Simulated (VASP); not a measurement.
Runs of VASP 6.6.1 on HfN. The structure is that of space group F-43m (No. 216), or close to it. The cells are those of the table. 

```csv
cell,gap on the mesh (eV),pressure (GPa)
"a = 3.472 Å, angles 60.0°, 2 atoms",none,-9.2
"a = 3.399 Å, angles 60.0°, 2 atoms",none,3.7
"a = 3.375 Å, angles 60.0°, 2 atoms",none,(a)
"a = 3.425 Å, angles 60.0°, 2 atoms",none,-1.3
"a = 3.436 Å, angles 60.0°, 2 atoms",none,-3.3
"a = 3.414 Å, angles 60.0°, 2 atoms",none,(b)
```

Alike in all rows: task single point; level PBEsol+D3(BJ); potentials or basis VASP PAW PBE potentials, release 64 (Hf_pv, N); no spin polarisation; k mesh 10 × 10 × 10; cutoff (eV) 520; smearing fermi-dirac 0.05 eV.

Task: Fill in the values left out.

Result: (a) 8.8; (b) 0.7.

Caveats: three body term missing; the PAW data sets were made with another functional, which shifts forces and pressure a little; spin-orbit coupling is left out, which moves the levels of the heavy elements; pairwise dispersion overbinds metals, which lowers pressure and volume.

A k mesh can miss the band edges, and the runs leave out spin-orbit coupling on Hf.

A gap of «none» marks levels without a gap at the run's occupations.
